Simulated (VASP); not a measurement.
Set up this calculation in VASP 6.6.1, as the native input.

```
Task                   : single point
Functional             : PBE
Potentials or basis    : VASP PAW PBE potentials, release 64 (Li_sv)
Cutoff                 : 520 eV
k mesh                 : 6 × 6 × 8
Occupations            : gaussian, width 0.1 eV
Spin                   : no spin polarisation
Dipole correction      : no
Further INCAR settings : ALGO = Fast; EDIFF = 1e-06; NBANDS = 8
```

The structure of Li lies in POSCAR:

```
Li
1.0
    1.5383094032     -2.4646652219      0.0000000000
    1.5383094032      2.4646652219      0.0000000000
    0.0000000000      0.0000000000      2.6411915751
Li
1
Direct
    0.5000000000      0.5000000000      0.0000000000
```

The input as run:

INCAR

```
SYSTEM = Li
ALGO = Fast
EDIFF = 1E-6
ENCUT = 520
GGA = PE
ISIF = 2
ISMEAR = 0
LASPH = .True.
LCHARG = .True.
LELF = .True.
LREAL = .False.
LVHAR = .True.
LWAVE = .False.
NBANDS = 8
NELM = 60
PREC = Accurate
SIGMA = 0.1
```

KPOINTS

```
k-points
0
Gamma
  6 6 8
  0 0 0
```

Potentials or basis: VASP PAW PBE potentials, release 64 (Li_sv).

Launch:

```console
$ cat potpaw_PBE.64/Li_sv/POTCAR > POTCAR
$ mpirun -np 1 vasp_std > vasp.out
```

Run time: 4.4 s on 1 thread of Intel(R) Xeon(R) 6975P-C (Granite Rapids), on a shared host, peak memory 0.12 GiB.
